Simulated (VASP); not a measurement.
# MoS2 (P6_3/mmc) in VASP: further runs

MoS2 is run at these levels: LDA; tasks: vibrations by perturbation theory.

Everything below comes from runs of VASP 6.6.1. Logs are shortened: lines on timing, memory, paths and dates and some standing lists are left out, and cuts for length are marked.

## Step 1: The cell of the first run

Symmetry: P6_3/mmc, No. 194, hexagonal system. The conventional cell has a = 3.153 Å, b = 3.153 Å, c = 12.195 Å, α = 90.00°, β = 90.00°, γ = 120.00°. Within 3.2 Å of Mo (site symmetry -6m2) lie 6 S at 2.39 Å and 6 Mo at 3.15 Å. Within 3.2 Å of S (site symmetry 3m) lie 3 Mo at 2.39 Å and 7 S at 3.09 to 3.15 Å.

## Step 2: Vibrations by perturbation theory, LDA (17.50 Å³/atom)

INCAR

```
SYSTEM = MoS2
  PREC = Accurate
  ENCUT = 520
  EDIFF = 1E-8
  ISMEAR = 0
  SIGMA = 0.01
  LREAL = .FALSE.
  LASPH = .TRUE.
  NELM = 60
  ALGO = Normal
  ISIF = 2
  LWAVE = .FALSE.
  LCHARG = .TRUE.
  GGA = CA
  IBRION = 8
  NSW = 1
```

KPOINTS

```
Automatic mesh
0
G
  8 8 2
  0 0 0
```

POSCAR

```
MoS2
1.0
    3.1530880970      0.0000000000      0.0000000000
   -1.5765440485      2.7306543924      0.0000000000
    0.0000000000      0.0000000000     12.1945417716
Mo S
2 4
Direct
    0.3333333333      0.6666666667      0.2500000000
    0.6666666667      0.3333333333      0.7500000000
    0.3333333333      0.6666666667      0.6233477706
    0.6666666667      0.3333333333      0.1233477706
    0.3333333333      0.6666666667      0.8766522294
    0.6666666667      0.3333333333      0.3766522294
```

Potentials or basis: VASP PAW LDA potentials, release 64 (Mo_sv, S).

On the command line:

```
$ cat potpaw_LDA.64/Mo_sv/POTCAR potpaw_LDA.64/S/POTCAR > POTCAR
$ mpirun -np 1 vasp_std > vasp.out
```

OUTCAR:

```text
SYSTEM = MoS2
   PREC = Accurate
   ENCUT = 520
   EDIFF = 1E-8
   ISMEAR = 0
   LREAL = .FALSE.
   LASPH = .TRUE.
   NELM = 60
   ISIF = 2
   GGA = CA
   IBRION = 8
   NSW = 1

 ion  position               nearest neighbor table
   1  0.333  0.667  0.250-   4 2.39   6 2.39   4 2.39   6 2.39   4 2.39   6 2.39
   2  0.667  0.333  0.750-   3 2.39   5 2.39   3 2.39   5 2.39   3 2.39   5 2.39
   3  0.333  0.667  0.623-   2 2.39   2 2.39   2 2.39
   4  0.667  0.333  0.123-   1 2.39   1 2.39   1 2.39
   5  0.333  0.667  0.877-   2 2.39   2 2.39   2 2.39
   6  0.667  0.333  0.377-   1 2.39   1 2.39   1 2.39

  LATTYP: Found a hexagonal cell.
 ALAT       =     3.1530880970
 C/A-ratio  =     3.8674916134

  Lattice vectors:

 A1 = (   3.1530880970,   0.0000000000,   0.0000000000)
 A2 = (  -1.5765440485,   2.7306543924,   0.0000000000)
 A3 = (   0.0000000000,   0.0000000000,  12.1945417716)

Analysis of symmetry for initial positions (statically):
=====================================================================
 Subroutine PRICEL returns:
 Original cell was already a primitive cell.

 Routine SETGRP: Setting up the symmetry group for a
 hexagonal supercell.

 Subroutine GETGRP returns: Found 24 space group operations
 (whereof 12 operations were pure point group operations)
 out of a pool of 24 trial point group operations.

The static configuration has the point symmetry D_3d.
 The point group associated with its full space group is D_6h.

Analysis of symmetry for dynamics (positions and initial velocities):
=====================================================================
 Subroutine PRICEL returns:
 Original cell was already a primitive cell.

 Routine SETGRP: Setting up the symmetry group for a
 hexagonal supercell.

 Subroutine GETGRP returns: Found 24 space group operations
 (whereof 12 operations were pure point group operations)
 out of a pool of 24 trial point group operations.

The dynamic configuration has the point symmetry D_3d.
 The point group associated with its full space group is D_6h.

 Subroutine INISYM returns: Found 24 space group operations
 (whereof 12 operations are pure point group operations),
 and found     1 'primitive' translations

----------------------------------------------------------------------------------------

                                     Primitive cell

  volume of cell :     104.9949

  direct lattice vectors                    reciprocal lattice vectors
     3.153088097  0.000000000  0.000000000     0.317149401  0.183106292  0.000000000
    -1.576544048  2.730654392  0.000000000     0.000000000  0.366212584  0.000000000
     0.000000000  0.000000000 12.194541772     0.000000000  0.000000000  0.082003901

  length of vectors
     3.153088097  3.153088097 12.194541772     0.366212584  0.366212584  0.082003901

  position of ions in fractional coordinates (direct lattice)
     0.333333333  0.666666667  0.250000000
     0.666666667  0.333333333  0.750000000
     0.333333333  0.666666667  0.623347771
     0.666666667  0.333333333  0.123347771
     0.333333333  0.666666667  0.876652229
     0.666666667  0.333333333  0.376652229

  ion indices of the primitive-cell ions
[... 134 lines left out ...]
      1     -53.5293      2.00000
      2     -53.5292      2.00000
      3     -27.9000      2.00000
      4     -27.8999      2.00000
      5     -27.6498      2.00000
      6     -27.6498      2.00000
[... 669 lines left out ...]
     30       9.9991      0.00000
     31      10.4261      0.00000

------------------------ aborting loop because EDIFF is reached ----------------------------------------

  FORCE on cell =-STRESS in cart. coord.  units (eV):
  Direction    XX          YY          ZZ          XY          YZ          ZX
  --------------------------------------------------------------------------------------
  -------------------------------------------------------------------------------------
  Total       -1.8266117     -1.8266117     -0.3368783     -0.0000000      0.0000000      0.0000000
  in kB      -27.8733059    -27.8733059     -5.1406172     -0.0000000      0.0000000      0.0000000
  external PRESSURE =     -20.2957430 kB  Pullay stress =       0.0000000 kB

 VOLUME and BASIS-vectors are now :
 -----------------------------------------------------------------------------
  energy-cutoff  :      520.00
  volume of cell :      104.99
      direct lattice vectors                 reciprocal lattice vectors
     3.153088097  0.000000000  0.000000000     0.317149401  0.183106292  0.000000000
    -1.576544048  2.730654392  0.000000000     0.000000000  0.366212584  0.000000000
     0.000000000  0.000000000 12.194541772     0.000000000  0.000000000  0.082003901

 POSITION                                       TOTAL-FORCE (eV/Angst)
 -----------------------------------------------------------------------------------
     -0.00000      1.82044      3.04864         0.000000     -0.000000      0.000000
      1.57654      0.91022      9.14591        -0.000000      0.000000      0.000000
     -0.00000      1.82044      7.60144        -0.000000     -0.000000     -0.017368
      1.57654      0.91022      1.50417         0.000000      0.000000     -0.017368
     -0.00000      1.82044     10.69037        -0.000000     -0.000000      0.017368
      1.57654      0.91022      4.59310         0.000000     -0.000000      0.017368
 -----------------------------------------------------------------------------------
    total drift:                               -0.000000      0.000000     -0.000000

  FREE ENERGIE OF THE ION-ELECTRON SYSTEM (eV)
  ---------------------------------------------------
  free  energy   TOTEN  =       -48.9387880140 eV

  energy  without entropy=      -48.9387880140  energy(sigma->0) =      -48.93878801

[... ionic steps 2 to 9 ...]

--------------------------------------- Ionic step       10  -------------------------------------------

------------------------ aborting loop because EDIFF is reached ----------------------------------------

[... ionic steps 11 to 11 ...]

--------------------------------------- Ionic step       12  -------------------------------------------

 Free energy of the ion-electron system (eV)
  ---------------------------------------------------
  ---------------------------------------------------
  free energy    TOTEN  =        -0.14767140 eV

  energy without entropy =       -0.14767140

------------------------ aborting loop because EDIFF is reached ----------------------------------------

 INTERNAL STRAIN TENSOR  FOR ION    3  DIRECTION 3   (eV/Angst):
 -----------------------------------------------------------------------------
    10.42076  0.00000 -0.00000
    -0.00000 10.42076 -0.00000
    -0.00000 -0.00000 29.23641

 INTERNAL STRAIN TENSOR FOR ION    6 for displacements in x,y,z  (eV/Angst):
          X           Y           Z          XY          YZ          ZX
  --------------------------------------------------------------------------------
  x     0.00000     0.00000     0.00000     3.35167     0.00000   -13.29823
  y     3.35167    -3.35167    -0.00000     0.00000   -14.96496     0.00000
  z   -10.42076   -10.42076   -29.23641     0.00000     0.00000    -0.00000

 SECOND DERIVATIVES (NOT SYMMETRIZED)
 ------------------------------------
               1X          1Y          1Z          2X          2Y          2Z          3X          3Y          3Z          4X          4Y          4Z          5X          5Y          5Z          6X          6Y          6Z
  1X   -20.904801    0.000000    0.000000    0.030789    0.000000    0.000000    0.042949    0.000000    0.000000   10.394057    0.000000    0.000000    0.042949    0.000000    0.000000   10.394057    0.000000    0.000000
  1Y     0.000000  -20.904801   -0.000000    0.000000    0.030789   -0.000000    0.000000    0.042949    0.000000    0.000000   10.394057   -0.000000    0.000000    0.042949    0.000000    0.000000   10.394057    0.000000
  1Z    -0.000000   -0.000000  -31.008146    0.000000    0.000000    0.208168    0.000000    0.000000   -0.097282    0.000000   -0.000000   15.497271   -0.000000   -0.000000   -0.097282    0.000000    0.000000   15.497271
  2X     0.030789    0.000000    0.000000  -20.904801    0.000000    0.000000   10.394057    0.000000    0.000000    0.042949    0.000000    0.000000   10.394057    0.000000    0.000000    0.042949    0.000000    0.000000
  2Y     0.000000    0.030789   -0.000000    0.000000  -20.904801   -0.000000    0.000000   10.394057    0.000000    0.000000    0.042949    0.000000    0.000000   10.394057   -0.000000    0.000000    0.042949    0.000000
  2Z     0.000000    0.000000    0.208168   -0.000000   -0.000000  -31.008146    0.000000    0.000000   15.497271   -0.000000   -0.000000   -0.097282    0.000000   -0.000000   15.497271    0.000000    0.000000   -0.097282
  3X     0.047355    0.000000    0.000000   10.393967    0.000000    0.000000  -10.064680    0.000000   -0.000000   -0.027841    0.000000    0.000000   -0.403267    0.000000    0.000000    0.054465    0.000000    0.000000
  3Y     0.000000    0.047355    0.000000    0.000000   10.393967    0.000000    0.000000  -10.064680    0.000000    0.000000   -0.027841    0.000000    0.000000   -0.403267    0.000000    0.000000    0.054465    0.000000
  3Z     0.000000   -0.000000    0.016556    0.000000   -0.000000   15.385749    0.000000   -0.000000  -17.672868   -0.000000    0.000000    0.073450   -0.000000    0.000000    1.984701   -0.000000    0.000000    0.212413
  4X    10.393967    0.000000    0.000000    0.047355    0.000000    0.000000   -0.027841    0.000000    0.000000  -10.064680    0.000000    0.000000    0.054465    0.000000    0.000000   -0.403267    0.000000   -0.000000
  4Y     0.000000   10.393967    0.000000    0.000000    0.047355   -0.000000    0.000000   -0.027841   -0.000000    0.000000  -10.064680   -0.000000    0.000000    0.054465   -0.000000    0.000000   -0.403267   -0.000000
  4Z     0.000000    0.000000   15.385749   -0.000000    0.000000    0.016556    0.000000    0.000000    0.073450    0.000000    0.000000  -17.672868    0.000000   -0.000000    0.212413    0.000000   -0.000000    1.984701
  5X     0.047355    0.000000    0.000000   10.393967    0.000000    0.000000   -0.403267    0.000000   -0.000000    0.054465    0.000000    0.000000  -10.064680    0.000000    0.000000   -0.027841    0.000000    0.000000
  5Y     0.000000    0.047355   -0.000000    0.000000   10.393967    0.000000    0.000000   -0.403267   -0.000000    0.000000    0.054465   -0.000000    0.000000  -10.064680   -0.000000    0.000000   -0.027841   -0.000000
  5Z    -0.000000    0.000000    0.016556    0.000000    0.000000   15.385749    0.000000   -0.000000    1.984701    0.000000   -0.000000    0.212413    0.000000    0.000000  -17.672868    0.000000    0.000000    0.073450
  6X    10.393967    0.000000    0.000000    0.047355    0.000000    0.000000    0.054465    0.000000    0.000000   -0.403267    0.000000    0.000000   -0.027841    0.000000    0.000000  -10.064680    0.000000   -0.000000
  6Y     0.000000   10.393967    0.000000    0.000000    0.047355    0.000000    0.000000    0.054465    0.000000    0.000000   -0.403267    0.000000    0.000000   -0.027841    0.000000    0.000000  -10.064680    0.000000
  6Z     0.000000   -0.000000   15.385749    0.000000   -0.000000    0.016556   -0.000000    0.000000    0.212413   -0.000000    0.000000    1.984701   -0.000000    0.000000    0.073450    0.000000   -0.000000  -17.672868

 Eigenvectors and eigenvalues of the dynamical matrix
 ----------------------------------------------------

   1 f  =   14.120735 THz    88.723192 2PiTHz  471.017004 cm-1    58.398639 meV
             X         Y         Z           dx          dy          dz
     -0.000000  1.820436  3.048635    -0.000000    0.000000   -0.443340
      1.576544  0.910218  9.145906     0.000000   -0.000000    0.443340
     -0.000000  1.820436  7.601440    -0.000000    0.000000   -0.389519
      1.576544  0.910218  1.504170     0.000000   -0.000000    0.389519
     -0.000000  1.820436 10.690372    -0.000000   -0.000000   -0.389519
      1.576544  0.910218  4.593101     0.000000   -0.000000    0.389519
[... 145 lines left out ...]
  18 f/i=    0.001167 THz     0.007332 2PiTHz    0.038926 cm-1     0.004826 meV
             X         Y         Z           dx          dy          dz
     -0.000000  1.820436  3.048635    -0.541679   -0.079441    0.000000
      1.576544  0.910218  9.145906    -0.541679   -0.079441    0.000000
     -0.000000  1.820436  7.601440    -0.313094   -0.045917    0.000000
      1.576544  0.910218  1.504170    -0.313094   -0.045917    0.000000
     -0.000000  1.820436 10.690372    -0.313094   -0.045917    0.000000
      1.576544  0.910218  4.593101    -0.313094   -0.045917    0.000000

--------------------------------------------------------------------------------------------------------

 ELASTIC MODULI CONTR FROM IONIC RELAXATION (kBar)
 Direction    XX          YY          ZZ          XY          YZ          ZX
 --------------------------------------------------------------------------------
 XX        -409.0931   -260.5477   -939.3698     -0.0000      0.0000     -0.0000
 YY        -260.5477   -409.0931   -939.3698      0.0000     -0.0000      0.0000
 ZZ        -939.3698   -939.3698  -2635.4894     -0.0000     -0.0000     -0.0000
 XY          -0.0000      0.0000     -0.0000    -74.2727     -0.0000     -0.0000
 YZ          -0.0000      0.0000     -0.0000     -0.0000  -1402.9066      0.0000
 ZX          -0.0000      0.0000     -0.0000     -0.0000      0.0000  -1107.8101
 --------------------------------------------------------------------------------
```

Wall time 8.7 min (1 thread of Intel Xeon 6975P-C (Granite Rapids), shared host); peak memory 0.57 GiB.

Results:

* Highest phonon frequency at Γ, LO-TO splitting left out: 471 cm⁻¹

Phonon frequencies in cm⁻¹ (negative: imaginary):
| q point | frequencies |
| --- | --- |
| (0.000, 0.000, 0.000) | 0 0 0 30 30 46 285 285 287 287 384 384 384 384 407 410 467 471 |

Caveat: the cell stands under pressure or tension, which shifts response properties.

(Part 1 of 2 ends here.)
